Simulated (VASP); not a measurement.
# Cu (P6_3/mmc) in VASP: a series of runs, part 2 of 3

VASP 6.6.1. Earlier steps stand in the parts before.

## (3) Single point, PBE

INCAR reads:

```
SYSTEM = Cu
PREC = Accurate
ENCUT = 520
EDIFF = 1E-6
ISMEAR = 1
SIGMA = 0.002
LREAL = .FALSE.
LASPH = .TRUE.
NELM = 100
ALGO = Fast
ISIF = 2
LWAVE = .FALSE.
LCHARG = .FALSE.
GGA = PE
NBANDS = 18
```

KPOINTS reads:

```
regular mesh
0
G
  6 6 4
  0 0 0
```

POSCAR reads:

```
Cu
1.0
    2.5340966698      0.0000000000      0.0000000000
   -1.2670483349      2.1945920917      0.0000000000
    0.0000000000      0.0000000000      4.1125710000
Cu
2
Direct
    0.3333333333      0.6666666667      0.2500000000
    0.6666666667      0.3333333333      0.7500000000
```

Potentials or basis: VASP PAW PBE potentials, release 64 (Cu).

Run with:

```bash
$ cat potpaw_PBE.64/Cu/POTCAR > POTCAR
$ mpirun -np 1 vasp_std > vasp.out
```

OUTCAR:

```text
SYSTEM = Cu
   PREC = Accurate
   ENCUT = 520
   EDIFF = 1E-6
   ISMEAR = 1
   LREAL = .FALSE.
   LASPH = .TRUE.
   NELM = 100
   ISIF = 2
   GGA = PE

 ion  position               nearest neighbor table
   1  0.333  0.667  0.250-   2 2.52   2 2.52   2 2.52   2 2.52   2 2.52   2 2.52
   2  0.667  0.333  0.750-   1 2.52   1 2.52   1 2.52   1 2.52   1 2.52   1 2.52

  LATTYP: Found a hexagonal cell.
 ALAT       =     2.5340966698
 C/A-ratio  =     1.6228942838

  Lattice vectors:

 A1 = (   2.5340966698,   0.0000000000,   0.0000000000)
 A2 = (  -1.2670483349,   2.1945920917,   0.0000000000)
 A3 = (   0.0000000000,   0.0000000000,   4.1125710000)

Analysis of symmetry for initial positions (statically):
=====================================================================
 Subroutine PRICEL returns:
 Original cell was already a primitive cell.

 Routine SETGRP: Setting up the symmetry group for a
 hexagonal supercell.

 Subroutine GETGRP returns: Found 24 space group operations
 (whereof 12 operations were pure point group operations)
 out of a pool of 24 trial point group operations.

The static configuration has the point symmetry D_3d.
 The point group associated with its full space group is D_6h.

Analysis of symmetry for dynamics (positions and initial velocities):
=====================================================================
 Subroutine PRICEL returns:
 Original cell was already a primitive cell.

 Routine SETGRP: Setting up the symmetry group for a
 hexagonal supercell.

 Subroutine GETGRP returns: Found 24 space group operations
 (whereof 12 operations were pure point group operations)
 out of a pool of 24 trial point group operations.

The dynamic configuration has the point symmetry D_3d.
 The point group associated with its full space group is D_6h.

 Subroutine INISYM returns: Found 24 space group operations
 (whereof 12 operations are pure point group operations),
 and found     1 'primitive' translations

----------------------------------------------------------------------------------------

                                     Primitive cell

  volume of cell :      22.8713

  direct lattice vectors                    reciprocal lattice vectors
     2.534096670  0.000000000  0.000000000     0.394617937  0.227832772  0.000000000
    -1.267048335  2.194592092  0.000000000     0.000000000  0.455665544  0.000000000
     0.000000000  0.000000000  4.112571000     0.000000000  0.000000000  0.243156896

  length of vectors
     2.534096670  2.534096670  4.112571000     0.455665544  0.455665544  0.243156896

  position of ions in fractional coordinates (direct lattice)
     0.333333333  0.666666667  0.250000000
     0.666666667  0.333333333  0.750000000

  ion indices of the primitive-cell ions
   primitive index   ion index
                 1           1
                 2           2

----------------------------------------------------------------------------------------

 KPOINTS: regular mesh

Automatic generation of k-mesh.
 Grid dimensions read from file:
 generate k-points for:    6    6    4

 Generating k-lattice:

  Cartesian coordinates                     Fractional coordinates (reciprocal lattice)
     0.065769656  0.037972129  0.000000000     0.166666667 -0.000000000  0.000000000
     0.000000000  0.075944257  0.000000000     0.000000000  0.166666667  0.000000000
     0.000000000  0.000000000  0.060789224     0.000000000  0.000000000  0.250000000

  Length of vectors
     0.075944257  0.075944257  0.060789224

  Shift w.r.t. Gamma in fractional coordinates (k-lattice)
     0.000000000  0.000000000  0.000000000

 Subroutine IBZKPT returns following result:
 ===========================================

 Found     21 irreducible k-points:

 Following reciprocal coordinates:
            Coordinates               Weight
  0.000000  0.000000  0.000000      1.000000
  0.166667 -0.000000  0.000000      6.000000
  0.333333 -0.000000  0.000000      6.000000
  0.500000 -0.000000  0.000000      3.000000
  0.166667  0.166667  0.000000      6.000000
  0.333333  0.166667  0.000000     12.000000
[... 13 lines left out ...]
  0.333333  0.166667  0.500000     12.000000
  0.333333  0.333333  0.500000      2.000000
   k-points           NKPTS =     21   k-points in BZ     NKDIM =     21   number of bands    NBANDS=     18
   number of dos      NEDOS =    301   number of ions     NIONS =      2
   total plane-waves  NPLWV =  12800
   dimension x,y,z NGX =    20 NGY =   20 NGZ =   32
   dimension x,y,z NGXF=    40 NGYF=   40 NGZF=   64
   ions per type =               2
   NGX,Y,Z   is equivalent  to a cutoff of  13.12, 13.12, 12.94 a.u.
   NGXF,Y,Z  is equivalent  to a cutoff of  26.24, 26.24, 25.87 a.u.
 SYSTEM =  Cu
   PREC   = accura    normal or accurate (medium, high low for compatibility)
   ISTART =      0    job   : 0-new  1-cont  2-samecut
   ICHARG =      2    charge: 1-file 2-atom 10-const
   ISPIN  =      1    spin polarized calculation?
   LNONCOLLINEAR =      F non collinear calculations
   LSORBIT =      F    spin-orbit coupling
   LASPH  =      T    aspherical Exc in radial PAW
   ENCUT  =  520.0 eV  38.22 Ry    6.18 a.u.   4.71  4.71  7.65*2*pi/ulx,y,z
   NELM   =    100;   NELMIN=  2; NELMDL= -5     # of ELM steps
   EDIFF  = 0.1E-05   stopping-criterion for ELM
   LREAL  =      F    real-space projection
   EDIFFG = 0.1E-04   stopping-criterion for IOM
   NSW    =      0    number of steps for IOM
   IBRION =     -1    ionic relax: 0-MD 1-quasi-New 2-CG
   NFREE  =      0    steps in history (QN), initial steepest desc. (CG)
   ISIF   =      2    stress and relaxation
   ISYM   =      2    0-nonsym 1-usesym 2-fastsym
   POTIM  = 0.5000    time-step for ionic-motion
   TEBEG  =    0.0;   TEEND  =   0.0 temperature during run
   PSTRESS=    0.0 pullay stress
   NELECT =      22.0000    total number of electrons
   NUPDOWN=      -1.0000    fix difference up-down
   EMIN   =  10.00;   EMAX   =-10.00  energy-range for DOS
   EFERMI =   0.00;   METHOD = LEGACY
   ISMEAR =     1;   SIGMA  =   0.00  broadening in eV -4-tet -1-fermi 0-gaus
   EFERMI_NEDOS =   21; number of points for ismear=-14 and -15
   IALGO  =     68    algorithm
   IMIX   =      4    mixing-type and parameters
     AMIX     =   0.40;   BMIX     =  1.00
     AMIX_MAG =   1.60;   BMIX_MAG =  1.00
  volume/ion in A,a.u.               =      11.44        77.17
  Fermi-wavevector in a.u.,A,eV,Ry     =   1.616041  3.053874 35.532800  2.611587
  Thomas-Fermi vector in A             =   2.710691
   LORBIT       =      0    0 simple, 1 ext, 2 COOP (PROOUT), +10 PAW based schemes
   GGA     = PE    functional components
   LHFCALC =     F    Hartree Fock is set to
   AEXX    =    0.0000 exact exchange contribution
   IVDW    =     0    specifies the selected vdW correction
   LEPSILON=     F    determine dielectric tensor
   LRPA    =     F    only Hartree local field effects (RPA)
 non-spin polarized calculation
 RMM-DIIS sequential band-by-band and
 Methfessel and Paxton  Order N= 1 SIGMA  =   0.00
  energy-cutoff  :      520.00
  volume of cell :       22.87
 maximum number of plane-waves:       640
 NGX is ok and might be reduce to    20
   NGX =  9   NGY =  9   NGZ = 15

 number of electron      21.9999979 magnetization

 Free energy of the ion-electron system (eV)
  ---------------------------------------------------
  ext. energy  EPLUGINS =         0.00000000
  ---------------------------------------------------
  free energy    TOTEN  =        -7.34916423 eV

  energy without entropy =       -7.34908127  energy(sigma->0) =       -7.34913658

 E-fermi :   7.8488     XC(G=0): -12.9147

 val. band max:        7.8484406142   @ k =   0.3333   0.1667   0.2500
 cond. band min:       7.9721098533   @ k =   0.5000  -0.0000   0.0000
 fundamental gap:      0.1236692391
 Fermi energy:         7.8488434171

 k-point     1 :       0.0000    0.0000    0.0000
  band No.  band energies     occupation
      1      -1.6082      2.00000
      2       2.7367      2.00000
      3       4.8755      2.00000
      4       4.9206      2.00000
      5       4.9206      2.00000
      6       5.1440      2.00000
[... 10 lines left out ...]
     17      31.7575      0.00000
     18      31.8698      0.00000
[... 400 lines left out ...]
 k-point    21 :       0.3333    0.3333    0.5000
  band No.  band energies     occupation
      1       3.9265      2.00000
      2       3.9265      2.00000
      3       4.0394      2.00000
      4       4.0394      2.00000
      5       4.5924      2.00000
      6       4.5924      2.00000
[... 10 lines left out ...]
     17      28.7330      0.00000
     18      28.7344      0.00000

------------------------ aborting loop because EDIFF is reached ----------------------------------------

  FORCE on cell =-STRESS in cart. coord.  units (eV):
  Direction    XX          YY          ZZ          XY          YZ          ZX
  --------------------------------------------------------------------------------------
  -------------------------------------------------------------------------------------
  Total        1.3756096      1.3756096      1.1227826      0.0000000      0.0000000      0.0000000
  in kB       96.3641241     96.3641241     78.6531033      0.0000000      0.0000000      0.0000000
  external PRESSURE =      90.4604505 kB  Pullay stress =       0.0000000 kB

 VOLUME and BASIS-vectors are now :
 -----------------------------------------------------------------------------
  energy-cutoff  :      520.00
  volume of cell :       22.87
      direct lattice vectors                 reciprocal lattice vectors
     2.534096670  0.000000000  0.000000000     0.394617937  0.227832772  0.000000000
    -1.267048335  2.194592092  0.000000000     0.000000000  0.455665544  0.000000000
     0.000000000  0.000000000  4.112571000     0.000000000  0.000000000  0.243156896

 POSITION                                       TOTAL-FORCE (eV/Angst)
 -----------------------------------------------------------------------------------
     -0.00000      1.46306      1.02814         0.000000      0.000000      0.000000
      1.26705      0.73153      3.08443        -0.000000     -0.000000      0.000000
 -----------------------------------------------------------------------------------
    total drift:                               -0.000000      0.000000     -0.000000

  FREE ENERGIE OF THE ION-ELECTRON SYSTEM (eV)
  ---------------------------------------------------
  free  energy   TOTEN  =        -7.3491642339 eV

  energy  without entropy=       -7.3490812652  energy(sigma->0) =       -7.34913658
```

OSZICAR:

```text
N       E                     dE             d eps       ncg     rms          rms(c)
DAV:   1     0.126293840585E+03    0.12629E+03   -0.11004E+04   830   0.225E+03
DAV:   2    -0.231686138082E+01   -0.12861E+03   -0.12278E+03   758   0.296E+02
DAV:   3    -0.912381347912E+01   -0.68070E+01   -0.65130E+01   838   0.906E+01
DAV:   4    -0.919560866790E+01   -0.71795E-01   -0.71752E-01   916   0.994E+00
DAV:   5    -0.919658775209E+01   -0.97908E-03   -0.97905E-03   958   0.103E+00    0.110E+01
RMM:   6    -0.804063121475E+01    0.11560E+01   -0.10496E+01   880   0.572E+01    0.614E+00
RMM:   7    -0.737517466887E+01    0.66546E+00   -0.18735E+00   878   0.250E+01    0.150E+00
RMM:   8    -0.735160495578E+01    0.23570E-01   -0.59295E-02   924   0.226E+00    0.415E-01
RMM:   9    -0.734879686794E+01    0.28081E-02   -0.16214E-02   916   0.236E+00    0.470E-02
RMM:  10    -0.734913892756E+01   -0.34206E-03   -0.29321E-03   969   0.531E-01    0.184E-02
RMM:  11    -0.734916443528E+01   -0.25508E-04   -0.26084E-04   973   0.219E-01    0.291E-02
RMM:  12    -0.734916130562E+01    0.31297E-05   -0.92105E-05   975   0.132E-01    0.100E-02
RMM:  13    -0.734916365938E+01   -0.23538E-05   -0.23692E-05   877   0.447E-02    0.707E-03
RMM:  14    -0.734916423387E+01   -0.57449E-06   -0.30915E-06   658   0.226E-02
   1 F= -.73491642E+01 E0= -.73491366E+01  d E =-.829687E-04
```

Run time: 7 s. Hardware: 1 thread of AMD EPYC 7R13 (Zen 3), shared host; peak memory 0.1 GiB.

Results:

| Property | Result |
| --- | --- |
| Free energy | -7.3492 eV |
| Pressure | 9.0 GPa |
| Band gap on the k mesh | zero (band 11 reaches 12.08 eV, above the bottom of band 12 at 5.98 eV) |

Stress tensor (GPa, compression positive):
```
9.64 0.00 0.00
0.00 9.64 0.00
0.00 0.00 7.87
```

Levels at points of the mesh, in eV from the Fermi level:
```csv
k point,band 7,band 8,band 9,band 10,band 11,band 12,band 13,band 14,band 15,band 16
"(0.00, 0.00, 0.00)",-2.70,-2.43,-2.43,-1.63,-1.63,-0.90,4.15,21.67,22.24,22.24
"(0.50, 0.00, 0.00)",-2.66,-1.54,-1.48,-1.44,0.12,1.74,8.08,8.51,11.04,11.49
"(0.00, 0.00, 0.50)",-2.98,-2.98,-1.87,-1.87,-1.87,-1.87,13.03,13.03,22.38,22.38
"(0.50, 0.00, 0.50)",-1.82,-1.82,-1.48,-1.48,0.59,0.59,5.14,5.14,16.51,16.51
```

Caveat: the k points lie up to 0.48 Å⁻¹ apart.

[end of part 2 of 3]
